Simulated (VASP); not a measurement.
A run of VASP 6.6.1 is set up as follows.

The input INCAR:

```
PREC = Accurate
ENCUT = 520
EDIFF = 1E-7
ISMEAR = 0
SIGMA = 0.01
LREAL = F
LASPH = T
NELM = 100
ALGO = Normal
ISIF = 2
LWAVE = F
LCHARG = F
GGA = PE
NBANDS = 16
```

Contents of KPOINTS:

```
Automatic mesh
0
Gamma
  8 8 8
```

Contents of POSCAR:

```
GaN
1.0
    0.0000000000      2.2074982756      2.2074982756
    2.2074982756      0.0000000000      2.2074982756
    2.2074982756      2.2074982756      0.0000000000
Ga N
1 1
Direct
    0.0000000000      0.0000000000      0.0000000000
    0.7500000000      0.7500000000      0.7500000000
```

Potentials or basis: VASP PAW PBE potentials, release 64 (Ga_d, N).

Run with:

```bash
$ cat potpaw_PBE.64/Ga_d/POTCAR potpaw_PBE.64/N/POTCAR > POTCAR
$ mpirun -np 1 vasp_std > vasp.out
```

Question: What does it give for the pressure?

Answer: 18.6 GPa.

Question: Predict the band gap on the k mesh.

Answer: 2.12 eV, direct.

A hybrid or GW would open this gap; PBE tends to underestimate it.
